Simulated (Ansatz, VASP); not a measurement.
**One calculation of AgCl, two programs**

INCAR

```
SYSTEM = AgCl
ALGO = Normal ; EDIFF = 1E-6
ENCUT = 520 ; GGA = PS
ISIF = 2 ; ISMEAR = -1
LASPH = .TRUE. ; LCHARG = .TRUE.
LELF = .TRUE. ; LREAL = .FALSE.
LVHAR = .TRUE. ; LWAVE = .FALSE.
NBANDS = 16 ; NELM = 100
PREC = Accurate ; SIGMA = 0.01
```

The input KPOINTS:

```
k-points
0
G
  9 9 9
  0 0 0
```

Contents of POSCAR:

```
AgCl
1.0
    3.3638722485      0.0000000000      0.0000000000
    0.0000000000      3.3638722485      0.0000000000
    0.0000000000      0.0000000000      3.3638722485
Ag Cl
1 1
Direct
    0.0000000000      0.0000000000      0.0000000000
    0.5000000000      0.5000000000      0.5000000000
```

Input for Ansatz:

```yaml
crystal:
  lattice:
    - [3.3638722485, 0.0, 0.0]
    - [0.0, 3.3638722485, 0.0]
    - [0.0, 0.0, 3.3638722485]
  atoms:
    - { symbol: Ag, position: [0.0, 0.0, 0.0] }
    - { symbol: Cl, position: [0.5, 0.5, 0.5] }
kpoints:
  mp_grid: { grid: [9, 9, 9] }
  band_path:
    path:
      - [0.0, 0.0, 0.0]
      - [0.0, 0.5, 0.0]
      - [0.5, 0.5, 0.0]
      - [0.0, 0.0, 0.0]
      - [0.5, 0.5, 0.5]
      - [0.0, 0.5, 0.0]
      - [0.5, 0.5, 0.5]
      - [0.5, 0.5, 0.0]
    npoints: 5
scf:
  occupations: { method: fermi_dirac, width: 0.01 }
hamiltonian:
  xc: pbesol
  pseudopotentials: { kind: all_electron, lapw: { basis_error: 0.001 } }
output:
  forces: true
  stress: true
  eigenvalues: true
```

Change from the starting cell: volume scaled by 0.94.

Alike in both runs: task single point; functional PBEsol; k mesh 9 × 9 × 9; occupations fermi-dirac, width 0.01 eV; no spin polarisation.

|  | VASP | Ansatz |
| --- | --- | --- |
| version | VASP 6.6.1 | Ansatz 0.2.0 |
| potentials or method | VASP PAW PBE potentials, release 64 (Ag, Cl), cutoff 520 eV | all-electron LAPW, scalar-relativistic |

|  | VASP | Ansatz | Ansatz less VASP |
| --- | --- | --- | --- |
| gap on the k mesh at the Fermi level (eV) | 0.47 | 0.47 | +0.001 |
| pressure (GPa) | -1.9 | -1.7 | +0.11 |

VASP's potentials were made for PBE, not for PBEsol. Ansatz ran all-electron here, and VASP with PAW potentials.
